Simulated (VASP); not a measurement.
A run of VASP 6.6.1 is set up as follows.

File POSCAR:

```
SrTiO3
1.0
   -3.9183917400     -3.9183917400      0.0000000000
   -3.9183917400      3.9183917400      0.0000000000
    0.0000000000      0.0000000000     -3.9183917400
Sr Ti O
2 2 6
Direct
    0.0000000000      0.5000000000      0.5000000000
    0.5000000000      0.0000000000      0.5000000000
    0.0000000000      0.0000000000      0.0000000000
    0.5000000000      0.5000000000      0.0000000000
    0.7500000000      0.7500000000      0.0000000000
    0.2500000000      0.2500000000      0.0000000000
    0.7500000000      0.2500000000      0.0000000000
    0.2500000000      0.7500000000      0.0000000000
    0.0000000000      0.0000000000      0.5000000000
    0.5000000000      0.5000000000      0.5000000000
```

INCAR.step1

```
PREC     = Accurate       # precision mode
ENCUT    = 520            # plane-wave cutoff, eV
ISMEAR   = -1             # smearing method
SIGMA    = 0.1            # smearing width, eV
LREAL    = F              # projectors in reciprocal space
LASPH    = T              # aspherical terms in the spheres
NELM     = 150            # most SCF steps
ISPIN    = 2              # spin polarisation
MAGMOM   = 0 0 0 0 0 0 0 0 0 0 # initial moments
LMAXMIX  = 4              # l up to which the mixer works
NBANDS   = 55             # bands
GGA      = PE             # functional
ALGO     = Normal         # electronic algorithm
EDIFF    = 1E-4           # SCF threshold, eV
LWAVE    = T              # write WAVECAR
LCHARG   = F              # write CHGCAR
```

Contents of INCAR.step2:

```
PREC     = Accurate       # precision mode
ENCUT    = 520            # plane-wave cutoff, eV
EDIFF    = 1E-6           # SCF threshold, eV
ISMEAR   = -1             # smearing method
SIGMA    = 0.1            # smearing width, eV
LREAL    = F              # projectors in reciprocal space
LASPH    = T              # aspherical terms in the spheres
NELM     = 150            # most SCF steps
ALGO     = Normal         # electronic algorithm
ISIF     = 2              # what is computed and relaxed
LWAVE    = F              # write WAVECAR
LCHARG   = T              # write CHGCAR
ISPIN    = 2              # spin polarisation
MAGMOM   = 0 0 0 0 0 0 0 0 0 0 # initial moments
LORBIT   = 11             # projections on sites
LMAXMIX  = 4              # l up to which the mixer works
METAGGA  = R2SCAN         # meta-GGA
LMIXTAU  = T            
LELF     = T              # ELF
LVHAR    = T            
NBANDS   = 55             # bands
ISTART   = 1
```

Contents of KPOINTS:

```
Automatic mesh
0
Gamma
  3 3 5
```

Potentials or basis: VASP PAW PBE potentials, release 64 (Sr_sv, Ti_sv, O).

Launch:

```console
$ cat potpaw_PBE.64/Sr_sv/POTCAR potpaw_PBE.64/Ti_sv/POTCAR potpaw_PBE.64/O/POTCAR > POTCAR
$ cp INCAR.step1 INCAR
$ mpirun -np 1 vasp_std > vasp.out
$ cp INCAR.step2 INCAR
$ mpirun -np 1 vasp_std > vasp.out
```

Q: Predict the net moment.

A: 0.00 μB per cell.

Q: Predict the pressure.

A: -0.7 GPa.

Q: Predict the band gap on the k mesh.

A: 2.26 eV.

Caveat: the PAW data sets were made with another functional, which shifts forces and pressure a little. A k mesh can miss the band edges.
